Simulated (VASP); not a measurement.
KMgF3: single point with PBE+D4

Crystal: KMgF3.

```
CELL_PARAMETERS angstrom
4.03369 0.00000 0.00000
0.00000 4.03369 0.00000
0.00000 0.00000 4.03369
ATOMIC_POSITIONS crystal
K 0.50000 0.50000 0.50000
Mg 0.00000 0.00000 0.00000
F 0.50000 0.00000 0.00000
F 0.00000 0.50000 0.00000
F 0.00000 0.00000 0.50000
```

- Program: VASP 6.6.1
- Task: single point
- Functional: PBE
- Dispersion: D4
- Potentials or basis: VASP PAW PBE potentials, release 64 (K_sv, Mg, F)
- Cutoff: 520 eV
- k mesh: 6 × 6 × 6
- Occupations: gaussian, width 0.01 eV
- Spin: no spin polarisation

- Pressure: -0.4 GPa
- Band gap on the k mesh: 7.04 eV, indirect (least direct gap 7.36 eV)
- Dispersion energy per atom: -0.085 eV

Levels at points of the mesh, in eV from the valence-band top:
```csv
k point,band 14,band 15,band 16,band 17,band 18,band 19
"(0.00, 0.00, 0.00)",-0.32,-0.32,-0.32,7.04,10.03,10.03
"(0.50, 0.00, 0.00)",-0.82,-0.51,-0.51,9.89,10.08,11.03
"(0.50, 0.50, 0.00)",-0.86,-0.86,-0.02,10.70,11.52,12.30
"(0.50, 0.50, 0.50)",0.00,0.00,0.00,10.30,10.30,10.30
```

Run time: 23 s on 1 thread of Intel(R) Xeon(R) Platinum 8488C (Sapphire Rapids), with other jobs on the host, peak memory 0.18 GiB.

A k mesh can miss the band edges.
